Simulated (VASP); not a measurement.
# Mo (Im-3m) in VASP: further runs

Runs on Mo. Level: LDA. Tasks: single point, relaxation of cell and atoms.

Program: VASP 6.6.1. These are calculated values, not measurements. Logs are shortened: lines on timing, memory, paths and dates and some standing lists are left out, and cuts for length are marked.

### Step 1. The cell of the first run

It takes space group Im-3m (No. 229, cubic). Conventional cell: a = 3.168 Å, b = 3.168 Å, c = 3.168 Å, α = 90.00°, β = 90.00°, γ = 90.00°. Within 3.6 Å of Mo (site symmetry m-3m) lie 14 Mo at 2.74 to 3.17 Å.

### Step 2. Single point, LDA

Contents of INCAR:

```
SYSTEM = Mo
ALGO = Normal
EDIFF = 1E-6
ENCUT = 520
ISIF = 2
ISMEAR = 0
LASPH = .TRUE.
LCHARG = .FALSE.
LREAL = .FALSE.
LWAVE = .FALSE.
NBANDS = 13
NELM = 60
PREC = Accurate
SIGMA = 0.1
```

Contents of KPOINTS:

```
k-points
0
G
  8 8 8
  0 0 0
```

Contents of POSCAR:

```
Mo
1.0
   -1.5838089700      1.5838089700      1.5838089700
    1.5838089700     -1.5838089700      1.5838089700
    1.5838089700      1.5838089700     -1.5838089700
Mo
1
Direct
    0.0000000000      0.0000000000      0.0000000000
```

Potentials or basis: VASP PAW LDA potentials, release 64 (Mo_sv).

Launch:

```console
$ cat potpaw_LDA.64/Mo_sv/POTCAR > POTCAR
$ mpirun -np 1 vasp_std > vasp.out
```

OUTCAR:

```text
SYSTEM = Mo
   EDIFF = 1E-6
   ENCUT = 520
   ISIF = 2
   ISMEAR = 0
   LASPH = .TRUE.
   LREAL = .FALSE.
   NELM = 60
   PREC = Accurate

 ion  position               nearest neighbor table
   1  0.000  0.000  0.000-

  LATTYP: Found a body centered cubic cell.
 ALAT       =     3.1676179400

  Lattice vectors:

 A1 = (  -1.5838089700,   1.5838089700,   1.5838089700)
 A2 = (   1.5838089700,  -1.5838089700,   1.5838089700)
 A3 = (   1.5838089700,   1.5838089700,  -1.5838089700)

Analysis of symmetry for initial positions (statically):
=====================================================================
 Subroutine PRICEL returns:
 Original cell was already a primitive cell.

 Routine SETGRP: Setting up the symmetry group for a
 body centered cubic supercell.

 Subroutine GETGRP returns: Found 48 space group operations
 (whereof 48 operations were pure point group operations)
 out of a pool of 48 trial point group operations.

The static configuration has the point symmetry O_h .

Analysis of symmetry for dynamics (positions and initial velocities):
=====================================================================
 Subroutine PRICEL returns:
 Original cell was already a primitive cell.

 Routine SETGRP: Setting up the symmetry group for a
 body centered cubic supercell.

 Subroutine GETGRP returns: Found 48 space group operations
 (whereof 48 operations were pure point group operations)
 out of a pool of 48 trial point group operations.

The dynamic configuration has the point symmetry O_h .

 Subroutine INISYM returns: Found 48 space group operations
 (whereof 48 operations are pure point group operations),
 and found     1 'primitive' translations

----------------------------------------------------------------------------------------

                                     Primitive cell

  volume of cell :      15.8916

  direct lattice vectors                    reciprocal lattice vectors
    -1.583808970  1.583808970  1.583808970     0.000000000  0.315694638  0.315694638
     1.583808970 -1.583808970  1.583808970     0.315694638  0.000000000  0.315694638
     1.583808970  1.583808970 -1.583808970     0.315694638  0.315694638  0.000000000

  length of vectors
     2.743237606  2.743237606  2.743237606     0.446459639  0.446459639  0.446459639

  position of ions in fractional coordinates (direct lattice)
     0.000000000  0.000000000  0.000000000

  ion indices of the primitive-cell ions
   primitive index   ion index
                 1           1

----------------------------------------------------------------------------------------

 KPOINTS: k-points

Automatic generation of k-mesh.
 Grid dimensions read from file:
 generate k-points for:    8    8    8

 Generating k-lattice:

  Cartesian coordinates                     Fractional coordinates (reciprocal lattice)
     0.000000000  0.039461830  0.039461830     0.125000000  0.000000000  0.000000000
     0.039461830  0.000000000  0.039461830     0.000000000  0.125000000  0.000000000
     0.039461830  0.039461830  0.000000000     0.000000000  0.000000000  0.125000000

  Length of vectors
     0.055807455  0.055807455  0.055807455

  Shift w.r.t. Gamma in fractional coordinates (k-lattice)
     0.000000000  0.000000000  0.000000000

 Subroutine IBZKPT returns following result:
 ===========================================

 Found     29 irreducible k-points:

 Following reciprocal coordinates:
            Coordinates               Weight
  0.000000  0.000000  0.000000      1.000000
  0.125000  0.000000  0.000000     12.000000
  0.250000  0.000000  0.000000     12.000000
  0.375000  0.000000  0.000000     12.000000
  0.500000  0.000000  0.000000      6.000000
  0.125000  0.125000  0.000000     24.000000
[... 16 lines left out ...]
 -0.250000  0.250000  0.250000      6.000000
 -0.375000  0.375000  0.250000     24.000000
 [... further k-points ...]
   k-points           NKPTS =     29   k-points in BZ     NKDIM =     29   number of bands    NBANDS=     13
   number of dos      NEDOS =    301   number of ions     NIONS =      1
   total plane-waves  NPLWV =   8000
   dimension x,y,z NGX =    20 NGY =   20 NGZ =   20
   dimension x,y,z NGXF=    40 NGYF=   40 NGZF=   40
   ions per type =               1
   NGX,Y,Z   is equivalent  to a cutoff of  12.12, 12.12, 12.12 a.u.
   NGXF,Y,Z  is equivalent  to a cutoff of  24.24, 24.24, 24.24 a.u.
 SYSTEM =  Mo
   PREC   = accura    normal or accurate (medium, high low for compatibility)
   ISTART =      0    job   : 0-new  1-cont  2-samecut
   ICHARG =      2    charge: 1-file 2-atom 10-const
   ISPIN  =      1    spin polarized calculation?
   LNONCOLLINEAR =      F non collinear calculations
   LSORBIT =      F    spin-orbit coupling
   LASPH  =      T    aspherical Exc in radial PAW
   ENCUT  =  520.0 eV  38.22 Ry    6.18 a.u.   5.10  5.10  5.10*2*pi/ulx,y,z
   NELM   =     60;   NELMIN=  2; NELMDL= -5     # of ELM steps
   EDIFF  = 0.1E-05   stopping-criterion for ELM
   LREAL  =      F    real-space projection
   EDIFFG = 0.1E-04   stopping-criterion for IOM
   NSW    =      0    number of steps for IOM
   IBRION =     -1    ionic relax: 0-MD 1-quasi-New 2-CG
   NFREE  =      0    steps in history (QN), initial steepest desc. (CG)
   ISIF   =      2    stress and relaxation
   ISYM   =      2    0-nonsym 1-usesym 2-fastsym
   POTIM  = 0.5000    time-step for ionic-motion
   TEBEG  =    0.0;   TEEND  =   0.0 temperature during run
   PSTRESS=    0.0 pullay stress
   NELECT =      14.0000    total number of electrons
   NUPDOWN=      -1.0000    fix difference up-down
   EMIN   =  10.00;   EMAX   =-10.00  energy-range for DOS
   EFERMI =   0.00;   METHOD = LEGACY
   ISMEAR =     0;   SIGMA  =   0.10  broadening in eV -4-tet -1-fermi 0-gaus
   EFERMI_NEDOS =   21; number of points for ismear=-14 and -15
   IALGO  =     38    algorithm
   IMIX   =      4    mixing-type and parameters
     AMIX     =   0.40;   BMIX     =  1.00
     AMIX_MAG =   1.60;   BMIX_MAG =  1.00
  volume/ion in A,a.u.               =      15.89       107.24
  Fermi-wavevector in a.u.,A,eV,Ry     =   1.569380  2.965698 33.510508  2.462953
  Thomas-Fermi vector in A             =   2.671271
   LORBIT       =      0    0 simple, 1 ext, 2 COOP (PROOUT), +10 PAW based schemes
   GGA     = CA    functional components
   LHFCALC =     F    Hartree Fock is set to
   AEXX    =    0.0000 exact exchange contribution
   IVDW    =     0    specifies the selected vdW correction
   LEPSILON=     F    determine dielectric tensor
   LRPA    =     F    only Hartree local field effects (RPA)
 non-spin polarized calculation
 Gauss-broadening in eV      SIGMA  =   0.10
  energy-cutoff  :      520.00
  volume of cell :       15.89
 maximum number of plane-waves:       439
   NGX = 11   NGY = 11   NGZ = 11

 number of electron      14.0000005 magnetization

 Free energy of the ion-electron system (eV)
  ---------------------------------------------------
  ext. energy  EPLUGINS =         0.00000000
  ---------------------------------------------------
  free energy    TOTEN  =       -12.07735863 eV

  energy without entropy =      -12.07276910  energy(sigma->0) =      -12.07506386

 E-fermi :  12.0727     XC(G=0): -13.5128

 val. band max:       12.0563067037   @ k =  -0.2500   0.2500   0.1250
 cond. band min:      12.1914106632   @ k =   0.3750   0.0000   0.0000
 fundamental gap:      0.1351039595
 Fermi energy:        12.0727055597

 k-point     1 :       0.0000    0.0000    0.0000
  band No.  band energies     occupation
      1     -48.7407      2.00000
      2     -22.2186      2.00000
      3     -22.2186      2.00000
      4     -22.2186      2.00000
      5       5.0257      2.00000
      6      10.8518      2.00000
      7      10.8518      2.00000
      8      10.8518      2.00000
      9      13.7892      0.00000
     10      13.7892      0.00000
     11      27.0023      0.00000
     12      27.0023      0.00000
     13      27.0023      0.00000

 k-point     2 :       0.1250    0.0000    0.0000
  band No.  band energies     occupation
      1     -48.7042      2.00000
      2     -22.4283      2.00000
      3     -22.2838      2.00000
      4     -22.2201      2.00000
      5       5.6763      2.00000
      6      10.4972      2.00000
      7      10.7655      2.00000
      8      11.4813      2.00000
      9      13.3698      0.00000
     10      13.8080      0.00000
     11      27.4038      0.00000
     12      28.1024      0.00000
     13      28.1182      0.00000

 k-point     3 :       0.2500    0.0000    0.0000
  band No.  band energies     occupation
      1     -48.6151      2.00000
      2     -22.9164      2.00000
      3     -22.4382      2.00000
      4     -22.2239      2.00000
      5       6.9806      2.00000
      6       9.7461      2.00000
      7      10.6567      2.00000
      8      13.2282      0.00000
      9      13.2804      0.00000
     10      13.9469      0.00000
     11      26.9459      0.00000
     12      28.2107      0.00000
     13      31.0775      0.00000
[... 305 lines left out ...]
 k-point    23 :      -0.2500    0.2500    0.2500
  band No.  band energies     occupation
      1     -48.5075      2.00000
      2     -22.9419      2.00000
      3     -22.6767      2.00000
      4     -22.6767      2.00000
      5       8.4873      2.00000
      6       9.5704      2.00000
      7      11.5884      2.00000
      8      11.5884      2.00000
      9      13.0513      0.00000
     10      15.5035      0.00000
     11      27.2793      0.00000
     12      30.3361      0.00000
     13      30.5852      0.00000

 k-point    24 :      -0.3750    0.3750    0.2500
  band No.  band energies     occupation
      1     -48.4302      2.00000
      2     -23.2217      2.00000
      3     -22.8396      2.00000
      4     -22.7165      2.00000
      5       8.3250      2.00000
      6       8.8791      2.00000
      7      11.5836      2.00000
      8      12.3985      0.00000
      9      15.0332      0.00000
     10      17.0642      0.00000
     11      25.7934      0.00000
     12      27.7963      0.00000
     13      28.9175      0.00000

 [... further k-points ...]
[... 5 lines left out ...]
  --------------------------------------------------------------------------------------
  -------------------------------------------------------------------------------------
  Total       -1.2388269     -1.2388269     -1.2388269      0.0000000      0.0000000     -0.0000000
  in kB     -124.8972380   -124.8972380   -124.8972380      0.0000000      0.0000000     -0.0000000
  external PRESSURE =    -124.8972380 kB  Pullay stress =       0.0000000 kB

 VOLUME and BASIS-vectors are now :
 -----------------------------------------------------------------------------
  energy-cutoff  :      520.00
  volume of cell :       15.89
      direct lattice vectors                 reciprocal lattice vectors
    -1.583808970  1.583808970  1.583808970     0.000000000  0.315694638  0.315694638
     1.583808970 -1.583808970  1.583808970     0.315694638  0.000000000  0.315694638
     1.583808970  1.583808970 -1.583808970     0.315694638  0.315694638  0.000000000

 POSITION                                       TOTAL-FORCE (eV/Angst)
 -----------------------------------------------------------------------------------
      0.00000      0.00000      0.00000        -0.000000      0.000000      0.000000
 -----------------------------------------------------------------------------------
    total drift:                                0.000000      0.000000      0.000000

  FREE ENERGIE OF THE ION-ELECTRON SYSTEM (eV)
  ---------------------------------------------------
  free  energy   TOTEN  =       -12.0773586302 eV

  energy  without entropy=      -12.0727690979  energy(sigma->0) =      -12.07506386
```

Run time: 4 s. Hardware: 1 thread of Intel Xeon Platinum 8488C (Sapphire Rapids), shared host; peak memory 0.12 GiB.

What came out:

```yaml
Free_energy: -12.0774 eV
Pressure: -12.5 GPa
Band_gap_on_the_k_mesh: zero (band 7 reaches 16.11 eV, above the bottom of band 8 at 10.85 eV)
```

### Step 3. Single point, LDA

This run uses another cell than the first one, of 15.07 Å³/atom, 0.949 times its volume.

Contents of INCAR:

```
SYSTEM = Mo
PREC = Accurate
ENCUT = 520
EDIFF = 1E-7
ISMEAR = 0
SIGMA = 0.1
LREAL = .FALSE.
LASPH = .TRUE.
NELM = 100
ALGO = Normal
ISIF = 2
LWAVE = .FALSE.
LCHARG = .FALSE.
GGA = CA
NBANDS = 13
```

Contents of KPOINTS:

```
regular mesh
0
G
  8 8 8
  0 0 0
```

Contents of POSCAR:

```
Mo
1.0
   -1.5561832916      1.5561832916      1.5561832916
    1.5561832916     -1.5561832916      1.5561832916
    1.5561832916      1.5561832916     -1.5561832916
Mo
1
Direct
    0.0000000000      0.0000000000      0.0000000000
```

Potentials or basis: VASP PAW LDA potentials, release 64 (Mo_sv).

Launch:

```console
$ cat potpaw_LDA.64/Mo_sv/POTCAR > POTCAR
$ mpirun -np 1 vasp_std > vasp.out
```

It took 3.5 s on 1 thread of Intel Xeon Platinum 8488C (Sapphire Rapids), shared host; peak memory 0.11 GiB.

It converged, with:

- Free energy: -12.1071 eV
- Pressure: 1.3 GPa
- Band gap on the k mesh: zero (band 7 reaches 17.29 eV, above the bottom of band 8 at 11.62 eV)

Levels at points of the mesh, in eV from the Fermi level:
```
           k point  band 3  band 4  band 5  band 6  band 7  band 8  band 9  band 10  band 11  band 12
(0.00, 0.00, 0.00)  -34.19  -34.19   -7.24   -1.34   -1.34   -1.34    1.80     1.80    14.98    14.98
(0.50, 0.00, 0.00)  -34.69  -34.20   -5.45   -3.48    1.86    1.93    2.51     5.15    12.14    12.31
(0.50, 0.50, 0.50)  -35.28  -35.28   -5.65   -5.65    4.33    4.33    4.33     9.44     9.44     9.44
```

(Continued in part 2 of 2.)
